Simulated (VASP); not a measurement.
Wanted: the native input for a VASP 6.6.1 run.

```yaml
Task: single point
Functional: PBE
Potentials_or_basis: VASP PAW PBE potentials, release 64 (Sr_sv, O)
Cutoff: 600 eV
k_mesh: 5 × 5 × 5
Occupations: gaussian, width 0.01 eV
Spin: no spin polarisation
Dipole_correction: no
Further_INCAR_settings: ALGO = Normal; EDIFF = 1e-06; NBANDS = 15
```

The structure of SrO lies in POSCAR:

```
SrO
1.0
    0.0000000000      2.5663000000      2.5663000000
    2.5663000000      0.0000000000      2.5663000000
    2.5663000000      2.5663000000      0.0000000000
Sr O
1 1
Direct
    0.5000000000      0.5000000000      0.5000000000
    0.0000000000      0.0000000000      0.0000000000
```

One way to write it, as run:

INCAR

```
PREC = Accurate
ENCUT = 600
EDIFF = 1E-6
ISMEAR = 0
SIGMA = 0.01
LREAL = False
LASPH = True
NELM = 120
ALGO = Normal
ISIF = 2
LWAVE = False
LCHARG = False
GGA = PE
NBANDS = 15
GGA_COMPAT = False
```

KPOINTS

```
Automatic mesh
0
Gamma
  5 5 5
```

Potentials or basis: VASP PAW PBE potentials, release 64 (Sr_sv, O).

Launch:

```console
$ cat potpaw_PBE.64/Sr_sv/POTCAR potpaw_PBE.64/O/POTCAR > POTCAR
$ mpirun -np 1 vasp_std > vasp.out
```

Results of the run:

| Quantity | Value |
| --- | --- |
| Pressure | 3.8 GPa |
| Band gap on the k mesh | 3.45 eV, indirect (least direct gap 3.56 eV) |

Caveat: the k points lie up to 0.42 Å⁻¹ apart.

Run time: 5 s on 1 thread of Intel(R) Xeon(R) Platinum 8559C (Emerald Rapids), on a shared host, peak memory 0.16 GiB.
